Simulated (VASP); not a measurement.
A run of VASP 6.6.1 is set up as follows.

The input POSCAR:

```
TiO
1.0
    2.8516080131      0.0000000000      0.0000000000
   -1.4258040066      2.4695649810      0.0000000000
    0.0000000000      0.0000000000      5.5675030000
Ti O
2 2
Direct
    0.3333333300      0.6666666700      0.2500000000
    0.6666666700      0.3333333300      0.7500000000
    0.0000000000      0.0000000000      0.0000000000
    0.0000000000      0.0000000000      0.5000000000
```

File INCAR.step1:

```
SYSTEM = TiO
ALGO     = Normal         ! electronic algorithm
EDIFF    = 1E-4           ! SCF threshold, eV
ENCUT    = 520            ! plane-wave cutoff, eV
GGA      = PE             ! functional
ISMEAR   = 0              ! smearing method
ISPIN    = 2              ! spin polarisation
LASPH    = .True.         ! aspherical terms in the spheres
LCHARG   = .False.        ! write CHGCAR
LMAXMIX  = 4              ! l up to which the mixer works
LREAL    = .False.        ! projectors in reciprocal space
LWAVE    = .True.         ! write WAVECAR
MAGMOM   = 1 1 0 0        ! initial moments
NBANDS   = 30             ! bands
NELM     = 150            ! most SCF steps
PREC     = Accurate       ! precision mode
SIGMA    = 0.1            ! smearing width, eV
```

INCAR.step2

```
SYSTEM = TiO
ALGO     = Normal         ! electronic algorithm
EDIFF    = 1E-7           ! SCF threshold, eV
ENCUT    = 520            ! plane-wave cutoff, eV
ISIF     = 2              ! what is computed and relaxed
ISMEAR   = 0              ! smearing method
ISPIN    = 2              ! spin polarisation
ISTART   = 1            
LASPH    = .True.         ! aspherical terms in the spheres
LCHARG   = .True.         ! write CHGCAR
LELF     = .True.         ! ELF
LMAXMIX  = 4              ! l up to which the mixer works
LMIXTAU  = .True.       
LORBIT   = 11             ! projections on sites
LREAL    = .False.        ! projectors in reciprocal space
LVHAR    = .True.       
LWAVE    = .False.        ! write WAVECAR
MAGMOM   = 1 1 0 0        ! initial moments
METAGGA  = R2SCAN         ! meta-GGA
NBANDS   = 30             ! bands
NELM     = 150            ! most SCF steps
PREC     = Accurate       ! precision mode
SIGMA    = 0.1            ! smearing width, eV
```

File KPOINTS:

```
k-points
0
Gamma
  6 6 4
  0 0 0
```

Potentials or basis: VASP PAW PBE potentials, release 64 (Ti_sv, O).

Launch:

```console
$ cat potpaw_PBE.64/Ti_sv/POTCAR potpaw_PBE.64/O/POTCAR > POTCAR
$ cp INCAR.step1 INCAR
$ mpirun -np 1 vasp_std > vasp.out
$ cp INCAR.step2 INCAR
$ mpirun -np 1 vasp_std > vasp.out
```

Q: What does it give for the band gap on the k mesh?

A: Zero (filled and empty bands overlap).

Q: Predict the pressure.

A: -3.6 GPa.

Q: Predict the net moment.

A: 0.00 μB per cell.

Stress tensor (GPa, compression positive):
```
-4.22  0.00  0.00
 0.00 -4.22  0.00
 0.00  0.00 -2.41
```

Caveat: the k points lie up to 0.42 Å⁻¹ apart; the PAW data sets were made with another functional, which shifts forces and pressure a little; semilocal functionals often make such compounds metallic where correlation or magnetic order opens a gap, which also shifts bond lengths.
